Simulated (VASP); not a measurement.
# SrTiO3 (Pm-3m) in VASP: single point with r2SCAN

Aim: the single point of SrTiO3 with r2SCAN.

Program: VASP 6.6.1. These are calculated values, not measurements. Logs are shortened: lines on timing, memory, paths and dates and some standing lists are left out, and cuts for length are marked.

### 1 The cell of the first run

It takes space group Pm-3m (No. 221, cubic). The conventional cell has a = 3.907 Å, b = 3.907 Å, c = 3.907 Å, α = 90.00°, β = 90.00°, γ = 90.00°. Within 3.6 Å of Sr (site symmetry m-3m) lie 12 O at 2.76 Å and 8 Ti at 3.38 Å. Ti (site symmetry m-3m) has 6 O at 1.95 Å within 2.6 Å. Within 2.6 Å of O (site symmetry 4/mmm) lie 2 Ti at 1.95 Å.

### 2 Single point, r2SCAN

POSCAR reads:

```
SrTiO3
1.0
    3.9072701075      0.0000000000      0.0000000000
    0.0000000000      3.9072701075      0.0000000000
    0.0000000000      0.0000000000      3.9072701075
Sr Ti O
1 1 3
Direct
    0.0000000000      0.0000000000      0.0000000000
    0.5000000000      0.5000000000      0.5000000000
    0.5000000000      0.0000000000      0.5000000000
    0.5000000000      0.5000000000      0.0000000000
    0.0000000000      0.5000000000      0.5000000000
```

INCAR.step1 reads:

```
PREC = Accurate ; ENCUT = 520
ISMEAR = 0 ; SIGMA = 0.02
LREAL = F ; LASPH = T
NELM = 100 ; NBANDS = 28
GGA = PE ; ALGO = Normal
EDIFF = 1E-4 ; LWAVE = T
LCHARG = F
```

INCAR.step2 reads:

```
PREC = Accurate ; ENCUT = 520
EDIFF = 1E-6 ; ISMEAR = 0
SIGMA = 0.02 ; LREAL = F
LASPH = T ; NELM = 100
ALGO = Normal ; ISIF = 2
LWAVE = F ; LCHARG = F
METAGGA = R2SCAN ; LMIXTAU = T
NBANDS = 28 ; ISTART = 1
```

KPOINTS reads:

```
regular mesh
0
Gamma
  8 8 8
```

Potentials or basis: VASP PAW PBE potentials, release 64 (Sr_sv, Ti_sv, O).

The run is started by

```sh
cat potpaw_PBE.64/Sr_sv/POTCAR potpaw_PBE.64/Ti_sv/POTCAR potpaw_PBE.64/O/POTCAR > POTCAR
cp INCAR.step1 INCAR
mpirun -np 1 vasp_std > vasp.out
cp INCAR.step2 INCAR
mpirun -np 1 vasp_std > vasp.out
```

OUTCAR:

```text
PREC = Accurate
   ENCUT = 520
   EDIFF = 1E-6
   ISMEAR = 0
   LREAL = F
   LASPH = T
   NELM = 100
   ISIF = 2
   METAGGA = R2SCAN
   ISTART = 1

 ion  position               nearest neighbor table
   1  0.000  0.000  0.000-   3 2.76   4 2.76   5 2.76   3 2.76   5 2.76   4 2.76   5 2.76   5 2.76
                             3 2.76   4 2.76   3 2.76   4 2.76   2 3.38   2 3.38   2 3.38   2 3.38
   2  0.500  0.500  0.500-   3 1.95   4 1.95   5 1.95   4 1.95   3 1.95   5 1.95   1 3.38   1 3.38
                             1 3.38   1 3.38   1 3.38   1 3.38   1 3.38   1 3.38
   3  0.500  0.000  0.500-   2 1.95   2 1.95   1 2.76   1 2.76   1 2.76   1 2.76
   4  0.500  0.500  0.000-   2 1.95   2 1.95   1 2.76   1 2.76   1 2.76   1 2.76
   5  0.000  0.500  0.500-   2 1.95   2 1.95   1 2.76   1 2.76   1 2.76   1 2.76

  LATTYP: Found a simple cubic cell.
 ALAT       =     3.9072701075

  Lattice vectors:

 A1 = (   3.9072701075,   0.0000000000,   0.0000000000)
 A2 = (   0.0000000000,   3.9072701075,   0.0000000000)
 A3 = (   0.0000000000,   0.0000000000,   3.9072701075)

Analysis of symmetry for initial positions (statically):
=====================================================================
 Subroutine PRICEL returns:
 Original cell was already a primitive cell.

 Routine SETGRP: Setting up the symmetry group for a
 simple cubic supercell.

 Subroutine GETGRP returns: Found 48 space group operations
 (whereof 48 operations were pure point group operations)
 out of a pool of 48 trial point group operations.

The static configuration has the point symmetry O_h .

Analysis of symmetry for dynamics (positions and initial velocities):
=====================================================================
 Subroutine PRICEL returns:
 Original cell was already a primitive cell.

 Routine SETGRP: Setting up the symmetry group for a
 simple cubic supercell.

 Subroutine GETGRP returns: Found 48 space group operations
 (whereof 48 operations were pure point group operations)
 out of a pool of 48 trial point group operations.

The dynamic configuration has the point symmetry O_h .

 Subroutine INISYM returns: Found 48 space group operations
 (whereof 48 operations are pure point group operations),
 and found     1 'primitive' translations

----------------------------------------------------------------------------------------

                                     Primitive cell

  volume of cell :      59.6514

  direct lattice vectors                    reciprocal lattice vectors
     3.907270108  0.000000000  0.000000000     0.255933164  0.000000000  0.000000000
     0.000000000  3.907270108  0.000000000     0.000000000  0.255933164  0.000000000
     0.000000000  0.000000000  3.907270108     0.000000000  0.000000000  0.255933164

  length of vectors
     3.907270108  3.907270108  3.907270108     0.255933164  0.255933164  0.255933164

  position of ions in fractional coordinates (direct lattice)
     0.000000000  0.000000000  0.000000000
     0.500000000  0.500000000  0.500000000
     0.500000000  0.000000000  0.500000000
     0.500000000  0.500000000  0.000000000
     0.000000000  0.500000000  0.500000000

  ion indices of the primitive-cell ions
   primitive index   ion index
                 1           1
                 2           2
                 3           3
                 4           4
                 5           5

----------------------------------------------------------------------------------------

 KPOINTS: regular mesh

Automatic generation of k-mesh.
 Grid dimensions read from file:
 generate k-points for:    8    8    8

 Generating k-lattice:

  Cartesian coordinates                     Fractional coordinates (reciprocal lattice)
     0.031991645  0.000000000  0.000000000     0.125000000  0.000000000  0.000000000
     0.000000000  0.031991645  0.000000000     0.000000000  0.125000000  0.000000000
     0.000000000  0.000000000  0.031991645     0.000000000  0.000000000  0.125000000

  Length of vectors
     0.031991645  0.031991645  0.031991645

  Shift w.r.t. Gamma in fractional coordinates (k-lattice)
     0.000000000  0.000000000  0.000000000

 Subroutine IBZKPT returns following result:
 ===========================================

 Found     35 irreducible k-points:

 Following reciprocal coordinates:
            Coordinates               Weight
  0.000000  0.000000  0.000000      1.000000
  0.125000  0.000000  0.000000      6.000000
  0.250000  0.000000  0.000000      6.000000
  0.375000  0.000000  0.000000      6.000000
  0.500000  0.000000  0.000000      3.000000
  0.125000  0.125000  0.000000     12.000000
[... 16 lines left out ...]
  0.375000  0.375000  0.125000     24.000000
  0.500000  0.375000  0.125000     24.000000
 [... further k-points ...]
   k-points           NKPTS =     35   k-points in BZ     NKDIM =     35   number of bands    NBANDS=     28
   number of dos      NEDOS =    301   number of ions     NIONS =      5
   total plane-waves  NPLWV =  27000
   dimension x,y,z NGX =    30 NGY =   30 NGZ =   30
   dimension x,y,z NGXF=    60 NGYF=   60 NGZF=   60
   ions per type =               1   1   3
   NGX,Y,Z   is equivalent  to a cutoff of  12.76, 12.76, 12.76 a.u.
   NGXF,Y,Z  is equivalent  to a cutoff of  25.53, 25.53, 25.53 a.u.
 SYSTEM =  unknown system
   PREC   = accura    normal or accurate (medium, high low for compatibility)
   ISTART =      1    job   : 0-new  1-cont  2-samecut
   ICHARG =      0    charge: 1-file 2-atom 10-const
   ISPIN  =      1    spin polarized calculation?
   LNONCOLLINEAR =      F non collinear calculations
   LSORBIT =      F    spin-orbit coupling
   LASPH  =      T    aspherical Exc in radial PAW
   ENCUT  =  520.0 eV  38.22 Ry    6.18 a.u.   7.26  7.26  7.26*2*pi/ulx,y,z
   NELM   =    100;   NELMIN=  2; NELMDL=  0     # of ELM steps
   EDIFF  = 0.1E-05   stopping-criterion for ELM
   LREAL  =      F    real-space projection
   EDIFFG = 0.1E-04   stopping-criterion for IOM
   NSW    =      0    number of steps for IOM
   IBRION =     -1    ionic relax: 0-MD 1-quasi-New 2-CG
   NFREE  =      0    steps in history (QN), initial steepest desc. (CG)
   ISIF   =      2    stress and relaxation
   ISYM   =      2    0-nonsym 1-usesym 2-fastsym
   POTIM  = 0.5000    time-step for ionic-motion
   TEBEG  =    0.0;   TEEND  =   0.0 temperature during run
   PSTRESS=    0.0 pullay stress
   NELECT =      40.0000    total number of electrons
   NUPDOWN=      -1.0000    fix difference up-down
   EMIN   =  10.00;   EMAX   =-10.00  energy-range for DOS
   EFERMI =   0.00;   METHOD = LEGACY
   ISMEAR =     0;   SIGMA  =   0.02  broadening in eV -4-tet -1-fermi 0-gaus
   EFERMI_NEDOS =   21; number of points for ismear=-14 and -15
   IALGO  =     38    algorithm
   IMIX   =      4    mixing-type and parameters
     AMIX     =   0.40;   BMIX     =  1.00
     AMIX_MAG =   1.60;   BMIX_MAG =  1.00
  volume/ion in A,a.u.               =      11.93        80.51
  Fermi-wavevector in a.u.,A,eV,Ry     =   1.432918  2.707823 27.936224  2.053255
  Thomas-Fermi vector in A             =   2.552493
   LORBIT       =      0    0 simple, 1 ext, 2 COOP (PROOUT), +10 PAW based schemes
   METAGGA = R2SCAN    functional components
   LHFCALC =     F    Hartree Fock is set to
   AEXX    =    0.0000 exact exchange contribution
   IVDW    =     0    specifies the selected vdW correction
   LEPSILON=     F    determine dielectric tensor
   LRPA    =     F    only Hartree local field effects (RPA)
 non-spin polarized calculation
 Gauss-broadening in eV      SIGMA  =   0.02
  energy-cutoff  :      520.00
  volume of cell :       59.65
 maximum number of plane-waves:      1640
 NGX is ok and might be reduce to    30
   NGX = 15   NGY = 15   NGZ = 15

 number of electron      40.0000004 magnetization

 Free energy of the ion-electron system (eV)
  ---------------------------------------------------
  ext. energy  EPLUGINS =         0.00000000
  ---------------------------------------------------
  free energy    TOTEN  =       -63.32970404 eV

  energy without entropy =      -63.32970404  energy(sigma->0) =      -63.32970404

 E-fermi :   3.9443     XC(G=0): -11.9246

 val. band max:        3.8345435563   @ k =   0.5000   0.5000   0.5000
 cond. band min:       6.1074574095   @ k =   0.0000   0.0000   0.0000
 fundamental gap:      2.2729138533
 Fermi energy:         3.9442787570

 k-point     1 :       0.0000    0.0000    0.0000
  band No.  band energies     occupation
      1     -54.8455      2.00000
      2     -30.0415      2.00000
      3     -30.0415      2.00000
      4     -30.0415      2.00000
      5     -30.0408      2.00000
      6     -14.5773      2.00000
[... 20 lines left out ...]
     27       9.8052      0.00000
     28      10.8960      0.00000

 k-point     2 :       0.1250    0.0000    0.0000
  band No.  band energies     occupation
      1     -54.8453      2.00000
      2     -30.0893      2.00000
      3     -30.0411      2.00000
      4     -30.0411      2.00000
      5     -30.0012      2.00000
      6     -14.5739      2.00000
[... 20 lines left out ...]
     27      10.0821      0.00000
     28      11.2650      0.00000

 k-point     3 :       0.2500    0.0000    0.0000
  band No.  band energies     occupation
      1     -54.8447      2.00000
      2     -30.1390      2.00000
      3     -30.0401      2.00000
      4     -30.0401      2.00000
      5     -29.9710      2.00000
      6     -14.6131      2.00000
[... 20 lines left out ...]
     27      10.7540      0.00000
     28      12.2731      0.00000

 k-point     4 :       0.3750    0.0000    0.0000
  band No.  band energies     occupation
      1     -54.8441      2.00000
      2     -30.1776      2.00000
      3     -30.0391      2.00000
      4     -30.0391      2.00000
      5     -29.9516      2.00000
      6     -14.6961      2.00000
[... 20 lines left out ...]
     27      11.5509      0.00000
     28      12.5786      0.00000

 k-point     5 :       0.5000    0.0000    0.0000
  band No.  band energies     occupation
      1     -54.8439      2.00000
      2     -30.1922      2.00000
      3     -30.0387      2.00000
      4     -30.0387      2.00000
      5     -29.9449      2.00000
      6     -14.7370      2.00000
[... 20 lines left out ...]
     27      11.9181      0.00000
     28      12.5292      0.00000

 k-point     6 :       0.1250    0.1250    0.0000
  band No.  band energies     occupation
      1     -54.8450      2.00000
      2     -30.1008      2.00000
      3     -30.0528      2.00000
      4     -30.0407      2.00000
      5     -29.9859      2.00000
      6     -14.5554      2.00000
[... 463 lines left out ...]
      5     -29.9664      2.00000
      6     -14.3379      2.00000
[... 20 lines left out ...]
     27      12.4155      0.00000
     28      12.8068      0.00000

 k-point    22 :       0.5000    0.2500    0.1250
  band No.  band energies     occupation
      1     -54.8428      2.00000
      2     -30.1549      2.00000
      3     -30.0782      2.00000
      4     -30.0490      2.00000
      5     -29.9689      2.00000
      6     -14.3346      2.00000
[... 20 lines left out ...]
     27      12.6400      0.00000
     28      12.9319      0.00000

 k-point    23 :       0.3750    0.3750    0.1250
  band No.  band energies     occupation
      1     -54.8424      2.00000
      2     -30.1281      2.00000
      3     -30.1066      2.00000
      4     -30.0488      2.00000
      5     -29.9794      2.00000
      6     -14.1290      2.00000
[... 20 lines left out ...]
     27      12.7029      0.00000
     28      13.1325      0.00000

 k-point    24 :       0.5000    0.3750    0.1250
  band No.  band energies     occupation
      1     -54.8422      2.00000
      2     -30.1301      2.00000
      3     -30.1062      2.00000
      4     -30.0479      2.00000
      5     -29.9865      2.00000
      6     -14.0466      2.00000
[... 20 lines left out ...]
     27      12.6939      0.00000
     28      13.2713      0.00000

 [... further k-points ...]

------------------------ aborting loop because EDIFF is reached ----------------------------------------

  FORCE on cell =-STRESS in cart. coord.  units (eV):
  Direction    XX          YY          ZZ          XY          YZ          ZX
  --------------------------------------------------------------------------------------
  -------------------------------------------------------------------------------------
  Total        0.3259150      0.3259150      0.3259150      0.0000000     -0.0000000     -0.0000000
  in kB        8.7537593      8.7537593      8.7537593      0.0000000     -0.0000000     -0.0000000
  external PRESSURE =       8.7537593 kB  Pullay stress =       0.0000000 kB

 VOLUME and BASIS-vectors are now :
 -----------------------------------------------------------------------------
  energy-cutoff  :      520.00
  volume of cell :       59.65
      direct lattice vectors                 reciprocal lattice vectors
     3.907270108  0.000000000  0.000000000     0.255933164  0.000000000  0.000000000
     0.000000000  3.907270108  0.000000000     0.000000000  0.255933164  0.000000000
     0.000000000  0.000000000  3.907270108     0.000000000  0.000000000  0.255933164

 POSITION                                       TOTAL-FORCE (eV/Angst)
 -----------------------------------------------------------------------------------
      0.00000      0.00000      0.00000         0.000000      0.000000      0.000000
      1.95364      1.95364      1.95364         0.000000      0.000000      0.000000
      1.95364      0.00000      1.95364         0.000000      0.000000      0.000000
      1.95364      1.95364      0.00000         0.000000      0.000000      0.000000
      0.00000      1.95364      1.95364         0.000000      0.000000      0.000000
 -----------------------------------------------------------------------------------
    total drift:                                0.000000      0.000000     -0.000000

  FREE ENERGIE OF THE ION-ELECTRON SYSTEM (eV)
  ---------------------------------------------------
  free  energy   TOTEN  =       -63.3297040386 eV

  energy  without entropy=      -63.3297040386  energy(sigma->0) =      -63.32970404
```

Run time: 2 min. Hardware: 1 thread of Intel Xeon 6975P-C (Granite Rapids), shared host; peak memory 0.2 GiB.

What came out:

```
Free energy            : -63.3297 eV
Pressure               : 0.9 GPa
Band gap on the k mesh : 2.27 eV (least direct gap 2.66 eV)
```

Levels at points of the mesh, in eV from the valence-band top:
| k point | band 16 | band 17 | band 18 | band 19 | band 20 | band 21 | band 22 | band 23 | band 24 | band 25 |
| --- | --- | --- | --- | --- | --- | --- | --- | --- | --- | --- |
| (0.00, 0.00, 0.00) | -1.21 | -1.21 | -0.38 | -0.38 | -0.38 | 2.27 | 2.27 | 2.27 | 4.59 | 4.59 |
| (0.50, 0.00, 0.00) | -2.36 | -2.36 | -2.00 | -0.77 | -0.77 | 2.44 | 4.17 | 4.17 | 4.60 | 6.92 |
| (0.50, 0.50, 0.00) | -2.85 | -1.79 | -1.60 | -1.60 | -0.09 | 4.18 | 4.18 | 4.66 | 5.63 | 8.56 |
| (0.50, 0.50, 0.50) | -3.79 | -3.79 | 0.00 | 0.00 | 0.00 | 4.87 | 4.87 | 4.87 | 7.63 | 7.63 |

Caveat: the PAW data sets were made with another functional, which shifts forces and pressure a little. A k mesh can miss the band edges.
